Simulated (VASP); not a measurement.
# MgCuGe (P4/nmm) in VASP: further runs

Runs on MgCuGe. Level: PBE. Tasks: single point.

All numbers are computed with VASP 6.6.1; they aren't measurements. Logs are shortened: lines on timing, memory, paths and dates and some standing lists are left out, and cuts for length are marked.

### Step 1. The cell of the first run

It takes space group P4/nmm (No. 129, tetragonal). The conventional cell has a = 4.005 Å, b = 4.005 Å, c = 6.395 Å, α = 90.00°, β = 90.00°, γ = 90.00°. Within 3.6 Å of Mg (site symmetry -4m2) lie 4 Cu at 2.76 Å and 4 Mg at 2.83 Å and 4 Ge at 2.87 Å. Cu (site symmetry 4mm) has 5 Ge at 2.43 to 2.84 Å and 4 Mg at 2.76 Å within 3.2 Å. Within 3.2 Å of Ge (site symmetry 4mm) lie 5 Cu at 2.43 to 2.84 Å and 4 Mg at 2.87 Å.

### Step 2. Single point, PBE

Contents of INCAR:

```
SYSTEM = MgCuGe
PREC = Accurate
ENCUT = 520
EDIFF = 1E-6
ISMEAR = -1
SIGMA = 0.15
LREAL = .False.
LASPH = .True.
NELM = 80
ALGO = Normal
ISIF = 2
LWAVE = .False.
LCHARG = .False.
GGA = PE
NBANDS = 36
```

Contents of KPOINTS:

```
Automatic mesh
0
Gamma
  6 6 4
  0 0 0
```

Contents of POSCAR:

```
MgCuGe
1.0
    4.0053020000      0.0000000000      0.0000000000
    0.0000000000      4.0053020000      0.0000000000
    0.0000000000      0.0000000000      6.3947530000
Mg Cu Ge
2 2 2
Direct
    0.0000000000      0.0000000000      0.0000000000
    0.5000000000      0.5000000000      0.0000000000
    0.0000000000      0.5000000000      0.2980420000
    0.5000000000      0.0000000000      0.7019580000
    0.0000000000      0.5000000000      0.6779820000
    0.5000000000      0.0000000000      0.3220180000
```

Potentials or basis: VASP PAW PBE potentials, release 64 (Mg, Cu, Ge_d).

On the command line:

```bash
$ cat potpaw_PBE.64/Mg/POTCAR potpaw_PBE.64/Cu/POTCAR potpaw_PBE.64/Ge_d/POTCAR > POTCAR
$ mpirun -np 1 vasp_std > vasp.out
```

OUTCAR:

```text
SYSTEM = MgCuGe
   PREC = Accurate
   ENCUT = 520
   EDIFF = 1E-6
   ISMEAR = -1
   LREAL = .False.
   LASPH = .True.
   NELM = 80
   ISIF = 2
   GGA = PE

 ion  position               nearest neighbor table
   1  0.000  0.000  0.000-   3 2.76   4 2.76   3 2.76   4 2.76   2 2.83   2 2.83   2 2.83   2 2.83
                             5 2.87   6 2.87   6 2.87   5 2.87
   2  0.500  0.500  0.000-   3 2.76   4 2.76   4 2.76   3 2.76   1 2.83   1 2.83   1 2.83   1 2.83
                             5 2.87   6 2.87   5 2.87   6 2.87
   3  0.000  0.500  0.298-   5 2.43   2 2.76   1 2.76   1 2.76   2 2.76   6 2.84   6 2.84   6 2.84
                             6 2.84
   4  0.500  0.000  0.702-   6 2.43   2 2.76   1 2.76   2 2.76   1 2.76   5 2.84   5 2.84   5 2.84
                             5 2.84
   5  0.000  0.500  0.678-   3 2.43   4 2.84   4 2.84   4 2.84   4 2.84   1 2.87   2 2.87   2 2.87
                             1 2.87
   6  0.500  0.000  0.322-   4 2.43   3 2.84   3 2.84   3 2.84   3 2.84   1 2.87   1 2.87   2 2.87
                             2 2.87

  LATTYP: Found a simple tetragonal cell.
 ALAT       =     4.0053020000
 C/A-ratio  =     1.5965719938

  Lattice vectors:

 A1 = (   4.0053020000,   0.0000000000,   0.0000000000)
 A2 = (   0.0000000000,   4.0053020000,   0.0000000000)
 A3 = (   0.0000000000,   0.0000000000,   6.3947530000)

Analysis of symmetry for initial positions (statically):
=====================================================================
 Subroutine PRICEL returns:
 Original cell was already a primitive cell.

 Routine SETGRP: Setting up the symmetry group for a
 simple tetragonal supercell.

 Subroutine GETGRP returns: Found 16 space group operations
 (whereof  8 operations were pure point group operations)
 out of a pool of 16 trial point group operations.

The static configuration has the point symmetry D_2d.
 The point group associated with its full space group is D_4h.

Analysis of symmetry for dynamics (positions and initial velocities):
=====================================================================
 Subroutine PRICEL returns:
 Original cell was already a primitive cell.

 Routine SETGRP: Setting up the symmetry group for a
 simple tetragonal supercell.

 Subroutine GETGRP returns: Found 16 space group operations
 (whereof  8 operations were pure point group operations)
 out of a pool of 16 trial point group operations.

The dynamic configuration has the point symmetry D_2d.
 The point group associated with its full space group is D_4h.

 Subroutine INISYM returns: Found 16 space group operations
 (whereof  8 operations are pure point group operations),
 and found     1 'primitive' translations

----------------------------------------------------------------------------------------

                                     Primitive cell

  volume of cell :     102.5875

  direct lattice vectors                    reciprocal lattice vectors
     4.005302000  0.000000000  0.000000000     0.249669064  0.000000000  0.000000000
     0.000000000  4.005302000  0.000000000     0.000000000  0.249669064  0.000000000
     0.000000000  0.000000000  6.394753000     0.000000000  0.000000000  0.156378206

  length of vectors
     4.005302000  4.005302000  6.394753000     0.249669064  0.249669064  0.156378206

  position of ions in fractional coordinates (direct lattice)
     0.000000000  0.000000000  0.000000000
     0.500000000  0.500000000  0.000000000
     0.000000000  0.500000000  0.298042000
     0.500000000  0.000000000  0.701958000
     0.000000000  0.500000000  0.677982000
     0.500000000  0.000000000  0.322018000

  ion indices of the primitive-cell ions
   primitive index   ion index
                 1           1
                 2           2
                 3           3
                 4           4
                 5           5
                 6           6

----------------------------------------------------------------------------------------

 KPOINTS: Automatic mesh

Automatic generation of k-mesh.
 Grid dimensions read from file:
 generate k-points for:    6    6    4

 Generating k-lattice:

  Cartesian coordinates                     Fractional coordinates (reciprocal lattice)
     0.041611511  0.000000000  0.000000000     0.166666667  0.000000000  0.000000000
     0.000000000  0.041611511  0.000000000     0.000000000  0.166666667  0.000000000
     0.000000000  0.000000000  0.039094551     0.000000000  0.000000000  0.250000000

  Length of vectors
     0.041611511  0.041611511  0.039094551

  Shift w.r.t. Gamma in fractional coordinates (k-lattice)
     0.000000000  0.000000000  0.000000000

 Subroutine IBZKPT returns following result:
 ===========================================

 Found     30 irreducible k-points:

 Following reciprocal coordinates:
            Coordinates               Weight
  0.000000  0.000000  0.000000      1.000000
  0.166667  0.000000  0.000000      4.000000
  0.333333  0.000000  0.000000      4.000000
  0.500000  0.000000  0.000000      2.000000
  0.166667  0.166667  0.000000      4.000000
  0.333333  0.166667  0.000000      8.000000
[... 16 lines left out ...]
  0.333333  0.000000  0.500000      4.000000
  0.500000  0.000000  0.500000      2.000000
 [... further k-points ...]
   k-points           NKPTS =     30   k-points in BZ     NKDIM =     30   number of bands    NBANDS=     36
   number of dos      NEDOS =    301   number of ions     NIONS =      6
   total plane-waves  NPLWV =  43200
   dimension x,y,z NGX =    30 NGY =   30 NGZ =   48
   dimension x,y,z NGXF=    60 NGYF=   60 NGZF=   96
   ions per type =               2   2   2
   NGX,Y,Z   is equivalent  to a cutoff of  12.45, 12.45, 12.48 a.u.
   NGXF,Y,Z  is equivalent  to a cutoff of  24.90, 24.90, 24.96 a.u.
 SYSTEM =  MgCuGe
   PREC   = accura    normal or accurate (medium, high low for compatibility)
   ISTART =      0    job   : 0-new  1-cont  2-samecut
   ICHARG =      2    charge: 1-file 2-atom 10-const
   ISPIN  =      1    spin polarized calculation?
   LNONCOLLINEAR =      F non collinear calculations
   LSORBIT =      F    spin-orbit coupling
   LASPH  =      T    aspherical Exc in radial PAW
   ENCUT  =  520.0 eV  38.22 Ry    6.18 a.u.   7.45  7.45 11.89*2*pi/ulx,y,z
   NELM   =     80;   NELMIN=  2; NELMDL= -5     # of ELM steps
   EDIFF  = 0.1E-05   stopping-criterion for ELM
   LREAL  =      F    real-space projection
   EDIFFG = 0.1E-04   stopping-criterion for IOM
   NSW    =      0    number of steps for IOM
   IBRION =     -1    ionic relax: 0-MD 1-quasi-New 2-CG
   NFREE  =      0    steps in history (QN), initial steepest desc. (CG)
   ISIF   =      2    stress and relaxation
   ISYM   =      2    0-nonsym 1-usesym 2-fastsym
   POTIM  = 0.5000    time-step for ionic-motion
   TEBEG  =    0.0;   TEEND  =   0.0 temperature during run
   PSTRESS=    0.0 pullay stress
   NELECT =      54.0000    total number of electrons
   NUPDOWN=      -1.0000    fix difference up-down
   EMIN   =  10.00;   EMAX   =-10.00  energy-range for DOS
   EFERMI =   0.00;   METHOD = LEGACY
   ISMEAR =    -1;   SIGMA  =   0.15  broadening in eV -4-tet -1-fermi 0-gaus
   EFERMI_NEDOS =   21; number of points for ismear=-14 and -15
   IALGO  =     38    algorithm
   IMIX   =      4    mixing-type and parameters
     AMIX     =   0.40;   BMIX     =  1.00
     AMIX_MAG =   1.60;   BMIX_MAG =  1.00
  volume/ion in A,a.u.               =      17.10       115.38
  Fermi-wavevector in a.u.,A,eV,Ry     =   1.321827  2.497891 23.772465  1.747227
  Thomas-Fermi vector in A             =   2.451553
   LORBIT       =      0    0 simple, 1 ext, 2 COOP (PROOUT), +10 PAW based schemes
   GGA     = PE    functional components
   LHFCALC =     F    Hartree Fock is set to
   AEXX    =    0.0000 exact exchange contribution
   IVDW    =     0    specifies the selected vdW correction
   LEPSILON=     F    determine dielectric tensor
   LRPA    =     F    only Hartree local field effects (RPA)
 non-spin polarized calculation
  energy-cutoff  :      520.00
  volume of cell :      102.59
 maximum number of plane-waves:      2800
 NGX is ok and might be reduce to    30
   NGX = 15   NGY = 15   NGZ = 23

 number of electron      53.9999978 magnetization

 Free energy of the ion-electron system (eV)
  ---------------------------------------------------
  ext. energy  EPLUGINS =         0.00000000
  ---------------------------------------------------
  free energy    TOTEN  =       -19.11234124 eV

  energy without entropy =      -18.89610323  energy(sigma->0) =      -19.00422224

 E-fermi :   5.2626     XC(G=0): -10.6150

 val. band max:        5.1468321575   @ k =   0.5000   0.1667   0.5000
 cond. band min:       5.2746227366   @ k =   0.3333   0.0000   0.2500
 fundamental gap:      0.1277905791
 Fermi energy:         5.2626034576

 k-point     1 :       0.0000    0.0000    0.0000
  band No.  band energies     occupation
      1     -19.1355      2.00000
      2     -19.1343      2.00000
      3     -19.1307      2.00000
      4     -19.1278      2.00000
      5     -19.1090      2.00000
      6     -19.1075      2.00000
[... 28 lines left out ...]
     35      11.1376      0.00000
     36      11.3660      0.00000

 k-point     2 :       0.1667    0.0000    0.0000
  band No.  band energies     occupation
      1     -19.1343      2.00000
      2     -19.1342      2.00000
      3     -19.1300      2.00000
      4     -19.1287      2.00000
      5     -19.1081      2.00000
      6     -19.1073      2.00000
[... 28 lines left out ...]
     35      11.4987      0.00000
     36      11.5255      0.00000

 k-point     3 :       0.3333    0.0000    0.0000
  band No.  band energies     occupation
      1     -19.1339      2.00000
      2     -19.1314      2.00000
      3     -19.1308      2.00000
      4     -19.1290      2.00000
      5     -19.1065      2.00000
      6     -19.1061      2.00000
[... 28 lines left out ...]
     35      12.1239      0.00000
     36      12.2272      0.00000
[... 742 lines left out ...]
 k-point    23 :       0.3333    0.0000    0.5000
  band No.  band energies     occupation
      1     -19.1339      2.00000
      2     -19.1313      2.00000
      3     -19.1309      2.00000
      4     -19.1291      2.00000
      5     -19.1066      2.00000
      6     -19.1058      2.00000
[... 28 lines left out ...]
     35      11.4631      0.00000
     36      11.6133      0.00000

 k-point    24 :       0.5000    0.0000    0.5000
  band No.  band energies     occupation
      1     -19.1328      2.00000
      2     -19.1328      2.00000
      3     -19.1293      2.00000
      4     -19.1293      2.00000
      5     -19.1049      2.00000
      6     -19.1049      2.00000
[... 28 lines left out ...]
     35      10.6433      0.00000
     36      10.6433      0.00000

 [... further k-points ...]
[... 5 lines left out ...]
  --------------------------------------------------------------------------------------
  -------------------------------------------------------------------------------------
  Total        0.5477398      0.5477398      0.1976743      0.0000000     -0.0000000      0.0000000
  in kB        8.5544207      8.5544207      3.0872118      0.0000000     -0.0000000      0.0000000
  external PRESSURE =       6.7320177 kB  Pullay stress =       0.0000000 kB

 VOLUME and BASIS-vectors are now :
 -----------------------------------------------------------------------------
  energy-cutoff  :      520.00
  volume of cell :      102.59
      direct lattice vectors                 reciprocal lattice vectors
     4.005302000  0.000000000  0.000000000     0.249669064  0.000000000  0.000000000
     0.000000000  4.005302000  0.000000000     0.000000000  0.249669064  0.000000000
     0.000000000  0.000000000  6.394753000     0.000000000  0.000000000  0.156378206

 POSITION                                       TOTAL-FORCE (eV/Angst)
 -----------------------------------------------------------------------------------
      0.00000      0.00000      0.00000         0.000000      0.000000      0.000000
      2.00265      2.00265      0.00000         0.000000     -0.000000      0.000000
      0.00000      2.00265      1.90590         0.000000     -0.000000      0.027177
      2.00265      0.00000      4.48885         0.000000     -0.000000     -0.027177
      0.00000      2.00265      4.33553         0.000000     -0.000000     -0.092812
      2.00265      0.00000      2.05923        -0.000000     -0.000000      0.092812
 -----------------------------------------------------------------------------------
    total drift:                                0.000000      0.000000      0.000000

  FREE ENERGIE OF THE ION-ELECTRON SYSTEM (eV)
  ---------------------------------------------------
  free  energy   TOTEN  =       -19.1123412444 eV

  energy  without entropy=      -18.8961032289  energy(sigma->0) =      -19.00422224
```

It took 2 min on 1 thread of Intel Xeon 6975P-C, shared host; peak memory 0.26 GiB.

Results:

```yaml
Free_energy: -19.1123 eV
Pressure: 0.7 GPa
Largest_force: 0.093 eV/Å
Band_gap_on_the_k_mesh: zero (band 27 reaches 6.87 eV, above the bottom of band 28 at 3.15 eV)
```

Forces on the atoms (eV/Å):
```
Mg   0.000  0.000  0.000
Mg   0.000  0.000  0.000
Cu   0.000  0.000  0.027
Cu   0.000  0.000 -0.027
Ge   0.000  0.000 -0.093
Ge   0.000  0.000  0.093
```

### Step 3. Single point, PBE

Contents of INCAR:

```
PREC = Accurate
ENCUT = 520
EDIFF = 1E-6
ISMEAR = -1
SIGMA = 0.15
LREAL = False
LASPH = True
NELM = 80
ALGO = Normal
ISIF = 2
LWAVE = False
LCHARG = False
GGA = PE
NBANDS = 36
```

Contents of KPOINTS:

```
Automatic mesh
0
Gamma
  7 7 5
```

POSCAR is that of step 2.

Potentials or basis: VASP PAW PBE potentials, release 64 (Mg, Cu, Ge_d).

On the command line:

```bash
$ cat potpaw_PBE.64/Mg/POTCAR potpaw_PBE.64/Cu/POTCAR potpaw_PBE.64/Ge_d/POTCAR > POTCAR
$ mpirun -np 1 vasp_std > vasp.out
```

OUTCAR:

```text
PREC = Accurate
   ENCUT = 520
   EDIFF = 1E-6
   ISMEAR = -1
   LREAL = False
   LASPH = True
   NELM = 80
   ISIF = 2
   GGA = PE

 ion  position               nearest neighbor table
   1  0.000  0.000  0.000-   3 2.76   4 2.76   3 2.76   4 2.76   2 2.83   2 2.83   2 2.83   2 2.83
                             5 2.87   6 2.87   6 2.87   5 2.87
   2  0.500  0.500  0.000-   3 2.76   4 2.76   4 2.76   3 2.76   1 2.83   1 2.83   1 2.83   1 2.83
                             5 2.87   6 2.87   5 2.87   6 2.87
   3  0.000  0.500  0.298-   5 2.43   2 2.76   1 2.76   1 2.76   2 2.76   6 2.84   6 2.84   6 2.84
                             6 2.84
   4  0.500  0.000  0.702-   6 2.43   2 2.76   1 2.76   2 2.76   1 2.76   5 2.84   5 2.84   5 2.84
[... 1151 lines left out ...]
  Total        0.3864344      0.3864344      0.2892520      0.0000000      0.0000000      0.0000000
  in kB        6.0352048      6.0352048      4.5174423      0.0000000      0.0000000      0.0000000
  external PRESSURE =       5.5292840 kB  Pullay stress =       0.0000000 kB

 VOLUME and BASIS-vectors are now :
 -----------------------------------------------------------------------------
  energy-cutoff  :      520.00
  volume of cell :      102.59
      direct lattice vectors                 reciprocal lattice vectors
     4.005302000  0.000000000  0.000000000     0.249669064  0.000000000  0.000000000
     0.000000000  4.005302000  0.000000000     0.000000000  0.249669064  0.000000000
     0.000000000  0.000000000  6.394753000     0.000000000  0.000000000  0.156378206

 POSITION                                       TOTAL-FORCE (eV/Angst)
 -----------------------------------------------------------------------------------
      0.00000      0.00000      0.00000         0.000000      0.000000      0.000000
      2.00265      2.00265      0.00000         0.000000     -0.000000      0.000000
      0.00000      2.00265      1.90590         0.000000      0.000000      0.031730
      2.00265      0.00000      4.48885        -0.000000      0.000000     -0.031730
      0.00000      2.00265      4.33553         0.000000      0.000000     -0.083384
      2.00265      0.00000      2.05923        -0.000000     -0.000000      0.083384
 -----------------------------------------------------------------------------------
    total drift:                                0.000000      0.000000      0.000000

  FREE ENERGIE OF THE ION-ELECTRON SYSTEM (eV)
  ---------------------------------------------------
  free  energy   TOTEN  =       -19.1707824257 eV

  energy  without entropy=      -19.0099489660  energy(sigma->0) =      -19.09036570
```

stdout:

```text
POSCAR found type information on POSCAR MgCuGe
 POSCAR found :  3 types and       6 ions
 scaLAPACK will be used
 LDA part: xc-table for (Slater+PW92), standard interpolation
 POSCAR, INCAR and KPOINTS ok, starting setup
 FFT: planning ... GRIDC
 FFT: planning ... GRID_SOFT
 FFT: planning ... GRID
 WAVECAR not read
 entering main loop
```

Run time: 2.3 min. Hardware: 1 thread of Intel Xeon 6975P-C, shared host; peak memory 0.26 GiB.

What came out:

```yaml
Free_energy: -19.1708 eV
Pressure: 0.6 GPa
Largest_force: 0.083 eV/Å
Band_gap_on_the_k_mesh: zero (band 27 reaches 6.62 eV, above the bottom of band 28 at 3.84 eV)
```

Forces on the atoms (eV/Å):
```
Mg   0.000  0.000  0.000
Mg   0.000  0.000  0.000
Cu   0.000  0.000  0.032
Cu   0.000  0.000 -0.032
Ge   0.000  0.000 -0.083
Ge   0.000  0.000  0.083
```

Levels at points of the mesh, in eV from the Fermi level:
```csv
k point,band 23,band 24,band 25,band 26,band 27,band 28,band 29,band 30,band 31,band 32
"(0.00, 0.00, 0.00)",-2.89,-1.26,-1.26,-0.90,1.04,1.13,1.13,1.33,3.82,4.59
```
